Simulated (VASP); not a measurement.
Here is a VASP 6.6.1 calculation.

File POSCAR:

```
BP
1.0
    0.0000000000      2.3127539212      2.3127539212
    2.3127539212      0.0000000000      2.3127539212
    2.3127539212      2.3127539212      0.0000000000
B P
1 1
Direct
    0.0000000000      0.0000000000      0.0000000000
    0.2500000000      0.2500000000      0.2500000000
```

INCAR.step1

```
SYSTEM = BP
PREC = Accurate
ENCUT = 520
ISMEAR = 0
SIGMA = 0.02
LREAL = .False.
LASPH = .True.
NELM = 80
NBANDS = 11
GGA = PE
ALGO = Normal
EDIFF = 1E-4
LWAVE = .True.
LCHARG = .False.
```

The input INCAR.step2:

```
SYSTEM = BP
PREC = Accurate
ENCUT = 520
EDIFF = 1E-6
ISMEAR = 0
SIGMA = 0.02
LREAL = .False.
LASPH = .True.
NELM = 80
ALGO = Normal
ISIF = 2
LWAVE = .False.
LCHARG = .True.
METAGGA = R2SCAN
LMIXTAU = .True.
LELF = .True.
LVHAR = .True.
NBANDS = 11
ISTART = 1
```

KPOINTS

```
Automatic mesh
0
Gamma
  10 10 10
  0 0 0
```

Potentials or basis: VASP PAW PBE potentials, release 64 (B, P).

Run with:

```console
$ cat potpaw_PBE.64/B/POTCAR potpaw_PBE.64/P/POTCAR > POTCAR
$ cp INCAR.step1 INCAR
$ mpirun -np 1 vasp_std > vasp.out
$ cp INCAR.step2 INCAR
$ mpirun -np 1 vasp_std > vasp.out
```

**Question.** What does it give for the pressure?

**Answer.** -9.3 GPa.

**Question.** Predict the band gap on the k mesh.

**Answer.** 1.52 eV (least direct gap 3.56 eV).

Caveat: the cell stands under tension; the PAW data sets were made with another functional, which shifts forces and pressure a little. A k mesh can miss the band edges.
